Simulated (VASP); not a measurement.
LiRu:

```
Li Ru
1.0
     1.23094    0.71068    4.85119
    -1.23094    0.71068    4.85119
     0.00000   -1.42136    4.85119
Li Ru
1 1
Direct
  0.50000 0.50000 0.50000
  0.00000 0.00000 0.00000
```

The cell was built from a structure type or drawn by symmetry, and may not be a known phase.

* Program: VASP 6.6.1
* Task: relaxation of cell and atoms
* Functional: PBE
* Potentials or basis: VASP PAW PBE potentials, release 64 (Li_sv, Ru_pv)
* Cutoff: 600 eV
* k mesh: 12 × 12 × 12
* Occupations: gaussian, width 0.1 eV
* Spin: no spin polarisation

At the start: pressure 22.2 GPa; volume 12.73 Å³/atom.

How do energy, volume and symmetry change on relaxing?

Over 7 steps the energy falls by 203.7 meV/atom and the volume is 13.60 Å³/atom (+6.8 %); space group R-3m (No. 166, to 0.1 Å) before and after.

The path:
```csv
step,energy change (eV),largest force (eV/Å),pressure (GPa),volume (Å³)
1,0.0000,0.0000,22.23,25.46
2,-0.0148,0.0000,-16.35,32.18
3,-0.3827,0.0000,-3.77,28.51
4,-0.3833,0.0000,-3.17,28.40
5,-0.3833,0.0000,-2.83,28.34
6,-0.4052,0.0000,-0.70,27.51
7,-0.4074,0.0000,0.24,27.20
```

Final structure:
```cif
data_structure
_symmetry_space_group_name_H-M 'P 1'
_symmetry_Int_Tables_number 1
_cell_length_a 4.8251
_cell_length_b 4.8251
_cell_length_c 4.8251
_cell_angle_alpha 31.481
_cell_angle_beta 31.481
_cell_angle_gamma 31.481
_cell_volume 27.20
loop_
_atom_site_label
_atom_site_type_symbol
_atom_site_fract_x
_atom_site_fract_y
_atom_site_fract_z
_atom_site_occupancy
Li1 Li 0.50000 0.50000 0.50000 1
Ru1 Ru 0.00000 0.00000 0.00000 1
```

Caveat: the cutoff is under 1.25 times the usual one of these potentials, so pressure, stress and relaxed cells hold a basis-set (Pulay) error.
